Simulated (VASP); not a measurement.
# W in VASP: a series of runs

The runs below take W through relaxation of the atoms, with LDA.

Everything below comes from runs of VASP 6.6.1. Logs are shortened: lines on timing, memory, paths and dates and some standing lists are left out, and cuts for length are marked.

## (1) The cell of the first run

The cell holds a slab with vacuum, 3 atoms: a = 3.135 Å, b = 3.135 Å, c = 19.135 Å, α = 90.00°, β = 90.00°, γ = 90.00°.

## (2) Relaxation of the atoms, LDA

INCAR reads:

```
SYSTEM = W
PREC = Accurate
ENCUT = 520
EDIFF = 1E-6
ISMEAR = -1
SIGMA = 0.08
LREAL = .FALSE.
LASPH = .TRUE.
NELM = 80
ALGO = Normal
ISIF = 2
LWAVE = .FALSE.
LCHARG = .FALSE.
LDIPOL = .TRUE.
IDIPOL = 3
DIPOL = 0.5 0.5 0.500
GGA = CA
IBRION = 2
NSW = 60
EDIFFG = -0.01
KPAR = 2
```

KPOINTS reads:

```
regular mesh
0
G
  13 13 1
  0 0 0
```

POSCAR reads:

```
W
1.0
    3.1348320012      0.0000000000      0.0000000000
    0.0000000000      3.1348320012      0.0000000000
    0.0000000000      0.0000000000     19.1348000000
W
3
Direct
    0.0000000000      0.0000000000      0.4180855823
    0.5000000000      0.5000000000      0.5000000000
    0.0000000000      0.0000000000      0.5819144177
```

Potentials or basis: VASP PAW LDA potentials, release 64 (W_sv).

Command:

```
$ cat potpaw_LDA.64/W_sv/POTCAR > POTCAR
$ mpirun -np 2 vasp_std > vasp.out
```

OUTCAR:

```text
SYSTEM = W
   PREC = Accurate
   ENCUT = 520
   EDIFF = 1E-6
   ISMEAR = -1
   LREAL = .FALSE.
   LASPH = .TRUE.
   NELM = 80
   ISIF = 2
   GGA = CA
   IBRION = 2
   NSW = 60
   EDIFFG = -0.01

 ion  position               nearest neighbor table
   1  0.000  0.000  0.418-   2 2.71   2 2.71   2 2.71   2 2.71   3 3.13
   2  0.500  0.500  0.500-   1 2.71   3 2.71   1 2.71   3 2.71   1 2.71   3 2.71   1 2.71   3 2.71

   3  0.000  0.000  0.582-   2 2.71   2 2.71   2 2.71   2 2.71   1 3.13

  LATTYP: Found a simple tetragonal cell.
 ALAT       =     3.1348320012
 C/A-ratio  =     6.1039315640

  Lattice vectors:

 A1 = (   3.1348320012,   0.0000000000,   0.0000000000)
 A2 = (   0.0000000000,   3.1348320012,   0.0000000000)
 A3 = (   0.0000000000,   0.0000000000,  19.1348000000)

Analysis of symmetry for initial positions (statically):
=====================================================================
 Subroutine PRICEL returns:
 Original cell was already a primitive cell.

 Routine SETGRP: Setting up the symmetry group for a
 simple tetragonal supercell.

 Subroutine GETGRP returns: Found 16 space group operations
 (whereof 16 operations were pure point group operations)
 out of a pool of 16 trial point group operations.

The static configuration has the point symmetry D_4h.

Analysis of symmetry for dynamics (positions and initial velocities):
=====================================================================
 Subroutine PRICEL returns:
 Original cell was already a primitive cell.

 Routine SETGRP: Setting up the symmetry group for a
 simple tetragonal supercell.

 Subroutine GETGRP returns: Found 16 space group operations
 (whereof 16 operations were pure point group operations)
 out of a pool of 16 trial point group operations.

The dynamic configuration has the point symmetry D_4h.

 Subroutine INISYM returns: Found 16 space group operations
 (whereof 16 operations are pure point group operations),
 and found     1 'primitive' translations

----------------------------------------------------------------------------------------

                                     Primitive cell

  volume of cell :     188.0410
[... 123 lines left out ...]
 non-spin polarized calculation
  energy-cutoff  :      520.00
  volume of cell :      188.04
 maximum number of plane-waves:      5126
 NGX is ok and might be reduce to    24
   NGX = 11   NGY = 11   NGZ = 71

--------------------------------------- Ionic step        1  -------------------------------------------

 number of electron      42.0000006 magnetization

 Free energy of the ion-electron system (eV)
  ---------------------------------------------------
  ext. energy  EPLUGINS =         0.00000000
  ---------------------------------------------------
  free energy    TOTEN  =       -36.55469342 eV

  energy without entropy =      -36.45191174  energy(sigma->0) =      -36.50330258

------------------------ aborting loop because EDIFF is reached ----------------------------------------

  FORCE on cell =-STRESS in cart. coord.  units (eV):
  Direction    XX          YY          ZZ          XY          YZ          ZX
  --------------------------------------------------------------------------------------
  -------------------------------------------------------------------------------------
  Total       -9.5219984     -9.5219984     -5.0486514      0.0000000      0.0000000      0.0000000
  in kB      -81.1308854    -81.1308854    -43.0163444      0.0000000      0.0000000      0.0000000
  external PRESSURE =     -68.4260384 kB  Pullay stress =       0.0000000 kB
[... 98 lines left out ...]
--------------------------------------- Ionic step        4  -------------------------------------------

 number of electron      42.0000006 magnetization

 dipolmoment           0.000000      0.000000      0.000000 electrons x Angstroem

------------------------ aborting loop because EDIFF is reached ----------------------------------------

  FORCE on cell =-STRESS in cart. coord.  units (eV):
  Direction    XX          YY          ZZ          XY          YZ          ZX
  --------------------------------------------------------------------------------------
  -------------------------------------------------------------------------------------
  Total       -5.2346750     -5.2346750      0.0059607      0.0000000      0.0000000      0.0000000
  in kB      -44.6013325    -44.6013325      0.0507874      0.0000000      0.0000000      0.0000000
  external PRESSURE =     -29.7172926 kB  Pullay stress =       0.0000000 kB
[... 24 lines left out ...]
--------------------------------------- Ionic step        5  -------------------------------------------

 number of electron      42.0000006 magnetization

 dipolmoment           0.000000      0.000000     -0.000000 electrons x Angstroem

 Free energy of the ion-electron system (eV)
  ---------------------------------------------------
  ext. energy  EPLUGINS =         0.00000000
  ---------------------------------------------------
  free energy    TOTEN  =       -36.75544613 eV

  energy without entropy =      -36.64656421  energy(sigma->0) =      -36.70100517

 E-fermi :  -0.3988     XC(G=0):  -4.7244

 val. band max:       -0.4076999107   @ k =   0.3846   0.1538   0.0000
 cond. band min:      -0.3976220620   @ k =   0.1538   0.1538   0.0000
 fundamental gap:      0.0100778488
 Fermi energy:        -0.3988202056

 k-point     1 :       0.0000    0.0000    0.0000
  band No.  band energies     occupation
      1     -74.0680      2.00000
      2     -73.9794      2.00000
      3     -73.7601      2.00000
      4     -38.7795      2.00000
      5     -38.7795      2.00000
      6     -38.7570      2.00000
[... 661 lines left out ...]
     24       1.1473      0.00000
     25       1.3769      0.00000

 [... further k-points ...]

------------------------ aborting loop because EDIFF is reached ----------------------------------------

 vacuum level on the upper side and lower side of the slab       (xc-potential included)        -0.148        -0.148

  FORCE on cell =-STRESS in cart. coord.  units (eV):
  Direction    XX          YY          ZZ          XY          YZ          ZX
  --------------------------------------------------------------------------------------
  -------------------------------------------------------------------------------------
  Total       -5.2840656     -5.2840656      0.0000955      0.0000000      0.0000000     -0.0000000
  in kB      -45.0221588    -45.0221588      0.0008136      0.0000000      0.0000000     -0.0000000
  external PRESSURE =     -30.0145013 kB  Pullay stress =       0.0000000 kB
[... 18 lines left out ...]
  FREE ENERGIE OF THE ION-ELECTRON SYSTEM (eV)
  ---------------------------------------------------
  free  energy   TOTEN  =       -36.7554461342 eV

  energy  without entropy=      -36.6465642069  energy(sigma->0) =      -36.70100517

 reached required accuracy - stopping structural energy minimisation

 vacuum level on the upper side and lower side of the slab         3.988         3.988
```

OSZICAR:

```text
N       E                     dE             d eps       ncg     rms          rms(c)
DAV:   1     0.396774688882E+03    0.39677E+03   -0.27089E+04  1888   0.151E+03
DAV:   2    -0.244898412292E+02   -0.42126E+03   -0.41764E+03  1778   0.424E+02
DAV:   3    -0.391837839755E+02   -0.14694E+02   -0.14279E+02  1729   0.808E+01
DAV:   4    -0.397616967166E+02   -0.57791E+00   -0.56868E+00  1974   0.136E+01
[... 56 lines left out ...]
DAV:   1    -0.367552940316E+02    0.11847E-03   -0.90765E-03  1547   0.154E+00    0.399E-02
DAV:   2    -0.367554501067E+02   -0.15608E-03   -0.17207E-03  1406   0.299E-01    0.335E-02
DAV:   3    -0.367554472002E+02    0.29065E-05   -0.52673E-05  1823   0.525E-02    0.210E-02
DAV:   4    -0.367554461927E+02    0.10075E-05   -0.14434E-05  1498   0.338E-02    0.512E-03
DAV:   5    -0.367554461342E+02    0.58492E-07   -0.19050E-06  1074   0.146E-02
   5 F= -.36755446E+02 E0= -.36701005E+02  d E =-.340515E-04
```

Wall time 96 s (2 MPI ranks of Intel Xeon 6975P-C (Granite Rapids), shared host); peak memory 0.27 GiB.

What came out:

```
Free energy                  : -36.7554 eV
Energy gained by relaxing    : 66.9 meV/atom
Ionic steps                  : 5
Largest force after relaxing : 0.006 eV/Å
Band gap on the k mesh       : zero (bands 21 and 22 overlap by 1.39 eV)
```

Forces on the atoms (eV/Å):
```
W    0.000  0.000 -0.006
W    0.000  0.000  0.000
W    0.000  0.000  0.006
```

Step by step:
```tsv
step	energy change (eV)	largest force (eV/Å)	pressure (GPa)
1	0.0000	1.6003	-6.84
2	-0.1736	0.6205	-4.54
3	-0.2007	0.0104	-3.05
4	-0.2007	0.0224	-2.97
5	-0.2008	0.0064	-3.00
```

Final structure:
```yaml
crystal:
  lattice:
    - [3.13483, 0.00000, 0.00000]
    - [0.00000, 3.13483, 0.00000]
    - [0.00000, 0.00000, 19.13480]
  atoms:
    - { symbol: W, position: [0.00000, 0.00000, 0.42444] }
    - { symbol: W, position: [0.50000, 0.50000, 0.50000] }
    - { symbol: W, position: [0.00000, 0.00000, 0.57556] }
```

Levels at points of the mesh, in eV from the Fermi level:
```tsv
k point	band 19	band 20	band 21	band 22	band 23	band 24
(0.00, 0.00, 0.00)	-0.85	-0.85	-0.44	-0.17	-0.02	-0.02
```

Caveat: spin-orbit coupling is left out, which moves the levels of the heavy elements.

(Continued in part 2 of 2.)
